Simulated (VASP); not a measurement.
# Ga2Te4Pb (I-4) in VASP: a series of runs

The runs below take Ga2Te4Pb through single point, with LDA.

All numbers are computed with VASP 6.6.1; they aren't measurements. Logs are shortened: lines on timing, memory, paths and dates and some standing lists are left out, and cuts for length are marked.

### Step 1. The cell of the first run

The structure is tetragonal, space group I-4 (No. 82). Conventional cell: a = 6.173 Å, b = 6.173 Å, c = 11.965 Å, α = 90.00°, β = 90.00°, γ = 90.00°. Pb (site symmetry -4) has 4 Te at 2.82 Å within 3.7 Å. Within 3.5 Å of Ga (site symmetry -4) lie 4 Te at 2.62 Å. Ga (site symmetry -4) has 4 Te at 2.61 Å within 3.4 Å. Within 3.4 Å of Te (site symmetry 1) lie 2 Ga at 2.61 to 2.62 Å and 1 Pb at 2.82 Å.

### Step 2. Single point, LDA

INCAR reads:

```
ALGO = Normal
EDIFF = 1E-6
ENCUT = 520
ISIF = 2
ISMEAR = -1
LASPH = True
LCHARG = False
LREAL = False
LWAVE = False
NBANDS = 41
NELM = 60
PREC = Accurate
SIGMA = 0.0103
```

KPOINTS reads:

```
k-points
0
Gamma
  4 4 4
```

POSCAR reads:

```
Ga2Te4Pb
1.0
    0.0000000000      6.1731900000      0.0000000000
    6.1731900000      0.0000000000      0.0000000000
    3.0865950000      3.0865950000     -5.9827160000
Pb Ga Te
1 2 4
Direct
    0.0000000000      0.0000000000      0.0000000000
    0.7500000000      0.2500000000      0.5000000000
    0.5000000000      0.5000000000      0.0000000000
    0.3950000000      0.4050000000      0.7300000000
    0.5950000000      0.1250000000      0.2700000000
    0.8750000000      0.8650000000      0.7300000000
    0.1350000000      0.6050000000      0.2700000000
```

Potentials or basis: VASP PAW LDA potentials, release 64 (Pb_d, Ga_d, Te).

Command:

```sh
> cat potpaw_LDA.64/Pb_d/POTCAR potpaw_LDA.64/Ga_d/POTCAR potpaw_LDA.64/Te/POTCAR > POTCAR
> mpirun -np 1 vasp_std > vasp.out
```

OUTCAR:

```text
EDIFF = 1E-6
   ENCUT = 520
   ISIF = 2
   ISMEAR = -1
   LASPH = True
   LREAL = False
   NELM = 60
   PREC = Accurate

 ion  position               nearest neighbor table
   1  0.000  0.000  0.000-   4 2.82   5 2.82   6 2.82   7 2.82
   2  0.750  0.250  0.500-   7 2.62   5 2.62   6 2.62   4 2.62
   3  0.500  0.500  0.000-   4 2.61   7 2.61   6 2.61   5 2.61
   4  0.395  0.405  0.730-   3 2.61   2 2.62   1 2.82
   5  0.595  0.125  0.270-   3 2.61   2 2.62   1 2.82
   6  0.875  0.865  0.730-   3 2.61   2 2.62   1 2.82
   7  0.135  0.605  0.270-   3 2.61   2 2.62   1 2.82

  LATTYP: Found a body centered tetragonal cell.
 ALAT       =     6.1731900000
 C/A-ratio  =     1.9382899279

  Lattice vectors:

 A1 = (  -3.0865950000,   3.0865950000,   5.9827160000)
 A2 = (   3.0865950000,  -3.0865950000,   5.9827160000)
 A3 = (   3.0865950000,   3.0865950000,  -5.9827160000)

Analysis of symmetry for initial positions (statically):
=====================================================================
 Subroutine PRICEL returns:
 Original cell was already a primitive cell.

 Routine SETGRP: Setting up the symmetry group for a
 body centered tetragonal supercell.

 Subroutine GETGRP returns: Found  4 space group operations
 (whereof  4 operations were pure point group operations)
 out of a pool of 16 trial point group operations.

The static configuration has the point symmetry S_4 .

Analysis of symmetry for dynamics (positions and initial velocities):
=====================================================================
 Subroutine PRICEL returns:
 Original cell was already a primitive cell.

 Routine SETGRP: Setting up the symmetry group for a
 body centered tetragonal supercell.

 Subroutine GETGRP returns: Found  4 space group operations
 (whereof  4 operations were pure point group operations)
 out of a pool of 16 trial point group operations.

The dynamic configuration has the point symmetry S_4 .

 Subroutine INISYM returns: Found  4 space group operations
 (whereof  4 operations are pure point group operations),
 and found     1 'primitive' translations

----------------------------------------------------------------------------------------

                                     Primitive cell

  volume of cell :     227.9910
[... 88 lines left out ...]
   EDIFF  = 0.1E-05   stopping-criterion for ELM
   LREAL  =      F    real-space projection
   EDIFFG = 0.1E-04   stopping-criterion for IOM
   NSW    =      0    number of steps for IOM
   IBRION =     -1    ionic relax: 0-MD 1-quasi-New 2-CG
   NFREE  =      0    steps in history (QN), initial steepest desc. (CG)
   ISIF   =      2    stress and relaxation
   ISYM   =      2    0-nonsym 1-usesym 2-fastsym
   POTIM  = 0.5000    time-step for ionic-motion
   TEBEG  =    0.0;   TEEND  =   0.0 temperature during run
   PSTRESS=    0.0 pullay stress
   NELECT =      64.0000    total number of electrons
   NUPDOWN=      -1.0000    fix difference up-down
   EMIN   =  10.00;   EMAX   =-10.00  energy-range for DOS
   EFERMI =   0.00;   METHOD = LEGACY
   ISMEAR =    -1;   SIGMA  =   0.01  broadening in eV -4-tet -1-fermi 0-gaus
   EFERMI_NEDOS =   21; number of points for ismear=-14 and -15
   IALGO  =     38    algorithm
   IMIX   =      4    mixing-type and parameters
     AMIX     =   0.40;   BMIX     =  1.00
     AMIX_MAG =   1.60;   BMIX_MAG =  1.00
  volume/ion in A,a.u.               =      32.57       219.79
  Fermi-wavevector in a.u.,A,eV,Ry     =   1.071920  2.025635 15.633256  1.149012
  Thomas-Fermi vector in A             =   2.207674
   LORBIT       =      0    0 simple, 1 ext, 2 COOP (PROOUT), +10 PAW based schemes
   GGA     = CA    functional components
   LHFCALC =     F    Hartree Fock is set to
   AEXX    =    0.0000 exact exchange contribution
   IVDW    =     0    specifies the selected vdW correction
   LEPSILON=     F    determine dielectric tensor
   LRPA    =     F    only Hartree local field effects (RPA)
 non-spin polarized calculation
  energy-cutoff  :      520.00
  volume of cell :      227.99
 maximum number of plane-waves:      6166
 NGX is ok and might be reduce to    48
   NGX = 23   NGY = 23   NGZ = 27

 number of electron      64.0000010 magnetization

 Free energy of the ion-electron system (eV)
  ---------------------------------------------------
  ext. energy  EPLUGINS =         0.00000000
  ---------------------------------------------------
  free energy    TOTEN  =       -27.15515929 eV

  energy without entropy =      -27.15441835  energy(sigma->0) =      -27.15478882

 E-fermi :   5.4033     XC(G=0):  -9.1412

 val. band max:        5.3919736892   @ k =   0.5000   0.0000   0.0000
 cond. band min:       5.4661885661   @ k =   0.5000   0.5000   0.0000
 fundamental gap:      0.0742148768
 Fermi energy:         5.4032578973

 k-point     1 :       0.0000    0.0000    0.0000
  band No.  band energies     occupation
      1     -12.2048      2.00000
      2     -12.2048      2.00000
      3     -12.2017      2.00000
      4     -12.1068      2.00000
      5     -12.0942      2.00000
      6     -10.8337      2.00000
[... 605 lines left out ...]
     40       9.2819      0.00000
     41       9.2819      0.00000

------------------------ aborting loop because EDIFF is reached ----------------------------------------

  FORCE on cell =-STRESS in cart. coord.  units (eV):
  Direction    XX          YY          ZZ          XY          YZ          ZX
  --------------------------------------------------------------------------------------
  -------------------------------------------------------------------------------------
  Total        5.9747094      5.9747094      4.3958748     -0.0000000     -0.0000000      0.0000000
  in kB       41.9865018     41.9865018     30.8914445     -0.0000000     -0.0000000      0.0000000
  external PRESSURE =      38.2881494 kB  Pullay stress =       0.0000000 kB

 VOLUME and BASIS-vectors are now :
 -----------------------------------------------------------------------------
  energy-cutoff  :      520.00
  volume of cell :      227.99
      direct lattice vectors                 reciprocal lattice vectors
     0.000000000  6.173190000  0.000000000     0.000000000  0.161990802  0.083574082
     6.173190000  0.000000000  0.000000000     0.161990802  0.000000000  0.083574082
     3.086595000  3.086595000 -5.982716000     0.000000000  0.000000000 -0.167148165

 POSITION                                       TOTAL-FORCE (eV/Angst)
 -----------------------------------------------------------------------------------
      0.00000      0.00000      0.00000        -0.000000      0.000000      0.000000
      3.08659      6.17319     -2.99136        -0.000000      0.000000      0.000000
      3.08659      3.08659      0.00000        -0.000000      0.000000      0.000000
      4.75336      4.69162     -4.36738         0.990084      0.745800      0.996927
      1.60503      4.50643     -1.61533         0.745800     -0.990084     -0.996927
      7.59302      7.65476     -4.36738        -0.990084     -0.745800      0.996927
      4.56816      1.66676     -1.61533        -0.745800      0.990084     -0.996927
 -----------------------------------------------------------------------------------
    total drift:                               -0.000004     -0.000004      0.000003

  FREE ENERGIE OF THE ION-ELECTRON SYSTEM (eV)
  ---------------------------------------------------
  free  energy   TOTEN  =       -27.1551592921 eV

  energy  without entropy=      -27.1544183476  energy(sigma->0) =      -27.15478882
```

Wall time 3.5 min (1 thread of Oxide Virtual Turin-like, shared host); peak memory 0.3 GiB.

What came out:

| Quantity | Value |
| --- | --- |
| Free energy | -27.1552 eV |
| Pressure | 3.8 GPa |
| Largest force | 1.591 eV/Å |
| Band gap on the k mesh | zero (bands 32 and 33 overlap by 0.05 eV) |

Forces on the atoms (eV/Å):
```
Pb   0.000  0.000  0.000
Ga   0.000  0.000  0.000
Ga   0.000  0.000  0.000
Te   0.990  0.746  0.997
Te   0.746 -0.990 -0.997
Te  -0.990 -0.746  0.997
Te  -0.746  0.990 -0.997
```

Stress tensor (GPa, compression positive):
```
4.20 0.00 0.00
0.00 4.20 0.00
0.00 0.00 3.09
```

Caveat: the cell stands under pressure; spin-orbit coupling is left out, which moves the levels of the heavy elements; forces of over 1 eV/Å act on the atoms, so gaps and moduli don't describe the material at rest.

### Step 3. Single point, LDA

INCAR reads:

```
ALGO = Normal
EDIFF = 1E-6
ENCUT = 520
GGA = CA
ISIF = 2
ISMEAR = -1
LASPH = True
LCHARG = True
LELF = True
LREAL = False
LVHAR = True
LWAVE = False
NBANDS = 41
NELM = 80
PREC = Accurate
SIGMA = 0.001
```

KPOINTS is that of step 2.

POSCAR is that of step 2.

Potentials or basis: VASP PAW LDA potentials, release 64 (Pb_d, Ga_d, Te).

Command:

```sh
> cat potpaw_LDA.64/Pb_d/POTCAR potpaw_LDA.64/Ga_d/POTCAR potpaw_LDA.64/Te/POTCAR > POTCAR
> mpirun -np 1 vasp_std > vasp.out
```

Run time: 3.4 min. Hardware: 1 thread of Oxide Virtual Turin-like, shared host; peak memory 0.3 GiB.

Results (log left out):

* Free energy: -27.1545 eV
* Pressure: 3.8 GPa
* Largest force: 1.591 eV/Å
* Band gap on the k mesh: zero (bands 32 and 33 overlap by 0.05 eV)

Forces on the atoms (eV/Å):
```
Pb   0.000  0.000  0.000
Ga   0.000  0.000  0.000
Ga   0.000  0.000  0.000
Te   0.990  0.746  0.997
Te   0.746 -0.990 -0.997
Te  -0.990 -0.746  0.997
Te  -0.746  0.990 -0.997
```

Stress tensor (GPa, compression positive):
```
4.21 0.00 0.00
0.00 4.21 0.00
0.00 0.00 3.10
```

Levels at points of the mesh, in eV from the Fermi level:
```csv
k point,band 28,band 29,band 30,band 31,band 32,band 33,band 34,band 35,band 36,band 37
"(0.00, 0.00, 0.00)",-3.60,-1.69,-1.64,-1.54,-1.54,0.36,0.41,1.73,2.00,2.00
"(0.50, 0.00, 0.00)",-3.27,-2.96,-2.64,-2.09,0.00,0.85,1.12,1.65,2.12,2.51
"(0.50, 0.50, 0.00)",-2.94,-2.28,-2.19,-2.05,-1.39,0.07,0.32,2.25,2.47,2.49
"(0.00, 0.00, 0.50)",-3.28,-3.10,-2.43,-2.43,-1.31,-0.05,0.28,0.49,0.49,0.80
```

Caveat: the cell stands under pressure; spin-orbit coupling is left out, which moves the levels of the heavy elements; forces of over 1 eV/Å act on the atoms, so gaps and moduli don't describe the material at rest.

The gap in the log of VASP goes by the Fermi energy; the results here count the filled bands.